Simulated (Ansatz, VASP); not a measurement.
# Ti5Si in VASP and in Ansatz

```
CELL_PARAMETERS angstrom
2.46114 1.42094 4.21644
-2.46114 1.42094 4.21644
0.00000 -2.84188 4.21644
ATOMIC_POSITIONS crystal
Ti 0.15136 0.15136 0.15136
Ti 0.60456 0.39544 0.00000
Ti 0.00000 0.60456 0.39544
Ti 0.84864 0.84864 0.84864
Ti 0.39544 0.00000 0.60456
Si 0.50000 0.50000 0.50000
```

Change from the starting cell: strain -0.025 along x and y, -0.050 along z, atoms carried along.

Alike in both runs: task single point; functional PBE; k mesh 12 × 12 × 12; occupations gaussian, width 0.15 eV; no spin polarisation.

|  | VASP | Ansatz |
| --- | --- | --- |
| version | VASP 6.6.1 | Ansatz 0.2.0 |
| potentials or method | VASP PAW PBE potentials, release 64 (Ti_sv, Si), cutoff 520 eV | scalar-relativistic, plane waves, PAW |
| valence electrons in the cell | 64 | 64 |

|  | VASP | Ansatz | Ansatz less VASP |
| --- | --- | --- | --- |
| gap on the k mesh at the Fermi level (eV) | none | none | - |
| pressure (GPa) | 15.4 | 15.7 | +0.31 |
| traceless stress, the component that is largest in VASP (GPa) | 4.42 | 4.46 | +0.036 |
| rms of the force components (eV/Å) | 0.119 | 0.120 | +0.0010 |

Atom by atom the forces differ by 0.001 eV/Å (rms over components). A gap of «none» marks a metal or a gap that the smearing closes. The functional is the same, so the differences come from potentials, cutoffs and numerics.
